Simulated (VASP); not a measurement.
# GaAs (F-43m) in VASP: single point with LDA

Aim: the single point of GaAs with LDA.

Everything below comes from runs of VASP 6.6.1. Logs are shortened: lines on timing, memory, paths and dates and some standing lists are left out, and cuts for length are marked.

## (1) The cell of the first run

Symmetry: F-43m, No. 216, cubic system. The conventional cell has a = 5.653 Å, b = 5.653 Å, c = 5.653 Å, α = 90.00°, β = 90.00°, γ = 90.00°. Within 3.2 Å of Ga (site symmetry -43m) lie 4 As at 2.45 Å. As (site symmetry -43m) has 4 Ga at 2.45 Å within 3.2 Å.

## (2) Single point, LDA, non-collinear spin, zero start, spin-orbit coupling

Input file INCAR:

```
SYSTEM = GaAs
PREC = Accurate
ENCUT = 520
EDIFF = 1E-7
ISMEAR = 0
SIGMA = 0.03
LREAL = .False.
LASPH = .True.
NELM = 150
ALGO = Normal
ISIF = 2
LWAVE = .False.
LCHARG = .True.
MAGMOM = 0 0 0 0 0 0
LORBIT = 11
LSORBIT = .True.
GGA_COMPAT = .False.
LORBMOM = .True.
GGA = CA
LVHAR = .True.
NBANDS = 30
```

Input file KPOINTS:

```
Automatic mesh
0
Gamma
  8 8 8
  0 0 0
```

Input file POSCAR:

```
GaAs
1.0
    0.0000000000      2.8266500000      2.8266500000
    2.8266500000      0.0000000000      2.8266500000
    2.8266500000      2.8266500000      0.0000000000
Ga As
1 1
Direct
    0.0000000000      0.0000000000      0.0000000000
    0.2500000000      0.2500000000      0.2500000000
```

Potentials or basis: VASP PAW LDA potentials, release 64 (Ga_d, As).

On the command line:

```sh
> cat potpaw_LDA.64/Ga_d/POTCAR potpaw_LDA.64/As/POTCAR > POTCAR
> mpirun -np 1 vasp_ncl > vasp.out
```

OUTCAR:

```text
SYSTEM = GaAs
   PREC = Accurate
   ENCUT = 520
   EDIFF = 1E-7
   ISMEAR = 0
   LREAL = .False.
   LASPH = .True.
   NELM = 150
   ISIF = 2
   LORBIT = 11
   LSORBIT = .True.
   GGA = CA

 ion  position               nearest neighbor table
   1  0.000  0.000  0.000-   2 2.45   2 2.45   2 2.45   2 2.45
   2  0.250  0.250  0.250-   1 2.45   1 2.45   1 2.45   1 2.45

  LATTYP: Found a face centered cubic cell.
 ALAT       =     5.6533000000

  Lattice vectors:

 A1 = (   0.0000000000,   2.8266500000,   2.8266500000)
 A2 = (   2.8266500000,   0.0000000000,   2.8266500000)
 A3 = (   2.8266500000,   2.8266500000,   0.0000000000)

Analysis of symmetry for initial positions (statically):
=====================================================================
 Subroutine PRICEL returns:
 Original cell was already a primitive cell.

 Routine SETGRP: Setting up the symmetry group for a
 face centered cubic supercell.

 Subroutine GETGRP returns: Found 24 space group operations
 (whereof 24 operations were pure point group operations)
 out of a pool of 48 trial point group operations.

The static configuration has the point symmetry T_d .

Analysis of symmetry for dynamics (positions and initial velocities):
=====================================================================
 Subroutine PRICEL returns:
 Original cell was already a primitive cell.

 Routine SETGRP: Setting up the symmetry group for a
 face centered cubic supercell.

 Subroutine GETGRP returns: Found 24 space group operations
 (whereof 24 operations were pure point group operations)
 out of a pool of 48 trial point group operations.

The dynamic configuration has the point symmetry T_d .

Analysis of structural, dynamic, and magnetic symmetry:
=====================================================================
 Subroutine PRICEL returns:
 Original cell was already a primitive cell.

 Routine SETGRP: Setting up the symmetry group for a
 face centered cubic supercell.

 Subroutine GETGRP returns: Found 24 space group operations
 (whereof 24 operations were pure point group operations)
 out of a pool of 48 trial point group operations.

The overall configuration has the point symmetry T_d .

 Subroutine INISYM returns: Found 24 space group operations
 (whereof 24 operations are pure point group operations),
 and found     1 'primitive' translations

----------------------------------------------------------------------------------------

                                     Primitive cell

  volume of cell :      45.1696

  direct lattice vectors                    reciprocal lattice vectors
     0.000000000  2.826650000  2.826650000    -0.176887835  0.176887835  0.176887835
     2.826650000  0.000000000  2.826650000     0.176887835 -0.176887835  0.176887835
     2.826650000  2.826650000  0.000000000     0.176887835  0.176887835 -0.176887835

  length of vectors
     3.997486766  3.997486766  3.997486766     0.306378718  0.306378718  0.306378718

  position of ions in fractional coordinates (direct lattice)
     0.000000000  0.000000000  0.000000000
     0.250000000  0.250000000  0.250000000

  ion indices of the primitive-cell ions
   primitive index   ion index
                 1           1
                 2           2

----------------------------------------------------------------------------------------

 KPOINTS: Automatic mesh

Automatic generation of k-mesh.
 Grid dimensions read from file:
 generate k-points for:    8    8    8

 Generating k-lattice:

  Cartesian coordinates                     Fractional coordinates (reciprocal lattice)
    -0.022110979  0.022110979  0.022110979     0.125000000  0.000000000  0.000000000
     0.022110979 -0.022110979  0.022110979     0.000000000  0.125000000  0.000000000
[... 101 lines left out ...]

 number of electron      17.9999995 magnetization      -0.0000000     -0.0000000      0.0000000

 Free energy of the ion-electron system (eV)
  ---------------------------------------------------
  ext. energy  EPLUGINS =         0.00000000
  ---------------------------------------------------
  free energy    TOTEN  =        -9.65065643 eV

  energy without entropy =       -9.65065643  energy(sigma->0) =       -9.65065643

 E-fermi :   4.0289     XC(G=0):  -9.9127

 val. band max:        3.9170550657   @ k =   0.0000   0.0000   0.0000
 cond. band min:       4.1381034851   @ k =   0.0000   0.0000   0.0000
 fundamental gap:      0.2210484193
 Fermi energy:         4.0289277897

 k-point     1 :       0.0000    0.0000    0.0000
  band No.  band energies     occupation
      1     -11.3722      1.00000
      2     -11.3722      1.00000
      3     -11.3722      1.00000
      4     -11.3722      1.00000
      5     -10.9460      1.00000
      6     -10.9460      1.00000
[... 781 lines left out ...]
     29      15.7837      0.00000
     30      15.7849      0.00000

 [... further k-points ...]

------------------------ aborting loop because EDIFF is reached ----------------------------------------

  FORCE on cell =-STRESS in cart. coord.  units (eV):
  Direction    XX          YY          ZZ          XY          YZ          ZX
  --------------------------------------------------------------------------------------
  -------------------------------------------------------------------------------------
  Total       -0.4563154     -0.4563154     -0.4563154      0.0000000      0.0000000      0.0000000
  in kB      -16.1856302    -16.1856302    -16.1856302      0.0000000      0.0000000      0.0000000
  external PRESSURE =     -16.1856302 kB  Pullay stress =       0.0000000 kB

 VOLUME and BASIS-vectors are now :
 -----------------------------------------------------------------------------
  energy-cutoff  :      520.00
  volume of cell :       45.17
      direct lattice vectors                 reciprocal lattice vectors
     0.000000000  2.826650000  2.826650000    -0.176887835  0.176887835  0.176887835
     2.826650000  0.000000000  2.826650000     0.176887835 -0.176887835  0.176887835
     2.826650000  2.826650000  0.000000000     0.176887835  0.176887835 -0.176887835

 POSITION                                       TOTAL-FORCE (eV/Angst)
 -----------------------------------------------------------------------------------
      0.00000      0.00000      0.00000         0.000000      0.000000      0.000000
      1.41332      1.41332      1.41332        -0.000000     -0.000000     -0.000000
 -----------------------------------------------------------------------------------
    total drift:                               -0.000000     -0.000000     -0.000000

  FREE ENERGIE OF THE ION-ELECTRON SYSTEM (eV)
  ---------------------------------------------------
  free  energy   TOTEN  =        -9.6506564349 eV

  energy  without entropy=       -9.6506564347  energy(sigma->0) =       -9.65065643

 orbital moment (x)

 # of ion     p       d       tot
 ----------------------------------------
  1        -0.000   0.000  -0.000
  2         0.000   0.000   0.000
 ----------------------------------------
           -0.000   0.000  -0.000

 orbital moment (y)

 # of ion     p       d       tot
 ----------------------------------------
  1         0.000  -0.000   0.000
  2        -0.000   0.000  -0.000
 ----------------------------------------
           -0.000  -0.000  -0.000

 orbital moment (z)

 # of ion     p       d       tot
 ----------------------------------------
  1         0.000  -0.000   0.000
  2        -0.000  -0.000  -0.000
 ----------------------------------------
            0.000  -0.000   0.000

 Spin-Orbit-Coupling matrix elements

 Ion:    1  E_soc:     -0.0124801
 l=   1
     0.0000000    -0.0012328    -0.0012328
    -0.0012328     0.0000000    -0.0012328
    -0.0012328    -0.0012328     0.0000000
 l=   2
     0.0000000    -0.0001685     0.0000000    -0.0001685    -0.0006788
    -0.0001685     0.0000000    -0.0005091    -0.0001685    -0.0001697
     0.0000000    -0.0005091     0.0000000    -0.0005091     0.0000000
    -0.0001685    -0.0001685    -0.0005091     0.0000000    -0.0001697
    -0.0006788    -0.0001697     0.0000000    -0.0001697     0.0000000
 l=   3
     0.0000000     0.0000000     0.0000000     0.0000000     0.0000000     0.0000000     0.0000000
     0.0000000     0.0000000     0.0000000     0.0000000     0.0000000     0.0000000     0.0000000
     0.0000000     0.0000000     0.0000000     0.0000000     0.0000000     0.0000000     0.0000000
     0.0000000     0.0000000     0.0000000     0.0000000     0.0000000     0.0000000     0.0000000
     0.0000000     0.0000000     0.0000000     0.0000000     0.0000000     0.0000000     0.0000000
     0.0000000     0.0000000     0.0000000     0.0000000     0.0000000     0.0000000     0.0000000
     0.0000000     0.0000000     0.0000000     0.0000000     0.0000000     0.0000000     0.0000000

 Ion:    2  E_soc:     -0.0254205
 l=   1
     0.0000000    -0.0042291    -0.0042291
    -0.0042291     0.0000000    -0.0042291
    -0.0042291    -0.0042291     0.0000000
 l=   2
     0.0000000    -0.0000037     0.0000000    -0.0000037    -0.0000040
    -0.0000037     0.0000000    -0.0000030    -0.0000037    -0.0000010
     0.0000000    -0.0000030     0.0000000    -0.0000030     0.0000000
    -0.0000037    -0.0000037    -0.0000030     0.0000000    -0.0000010
    -0.0000040    -0.0000010     0.0000000    -0.0000010     0.0000000
 l=   3
     0.0000000     0.0000000     0.0000000     0.0000000     0.0000000     0.0000000     0.0000000
     0.0000000     0.0000000     0.0000000     0.0000000     0.0000000     0.0000000     0.0000000
     0.0000000     0.0000000     0.0000000     0.0000000     0.0000000     0.0000000     0.0000000
     0.0000000     0.0000000     0.0000000     0.0000000     0.0000000     0.0000000     0.0000000
     0.0000000     0.0000000     0.0000000     0.0000000     0.0000000     0.0000000     0.0000000
     0.0000000     0.0000000     0.0000000     0.0000000     0.0000000     0.0000000     0.0000000
     0.0000000     0.0000000     0.0000000     0.0000000     0.0000000     0.0000000     0.0000000

 total charge

# of ion       s       p       d       tot
------------------------------------------
    1        0.894   0.806   9.993  11.693
    2        1.217   1.594   0.031   2.843
--------------------------------------------------
tot          2.111   2.401  10.024  14.536

 magnetization (x)

# of ion       s       p       d       tot
------------------------------------------
    1        0.000   0.000  -0.000  -0.000
    2       -0.000  -0.000   0.000  -0.000
--------------------------------------------------
tot         -0.000  -0.000   0.000  -0.000

 magnetization (y)

# of ion       s       p       d       tot
------------------------------------------
    1        0.000   0.000  -0.000  -0.000
    2        0.000   0.000   0.000   0.000
--------------------------------------------------
tot          0.000   0.000  -0.000  -0.000

 magnetization (z)

# of ion       s       p       d       tot
------------------------------------------
    1        0.000   0.000   0.000   0.000
    2       -0.000  -0.000  -0.000  -0.000
--------------------------------------------------
tot          0.000  -0.000   0.000  -0.000
```

Run time: 2.7 min. Hardware: 1 thread of Intel Xeon 8259CL, shared host; peak memory 0.28 GiB.

What came out:

| Item | Value |
| --- | --- |
| Free energy | -9.6507 eV |
| Pressure | -1.6 GPa |
| Net moment | 0.00 μB per cell |
| Valence electrons inside the program's atomic spheres | Ga 11.69; As 2.84 |

Moments on the atoms (μB; x, y, z):
```
Ga  0.00 0.00 0.00
As  0.00 0.00 0.00
```
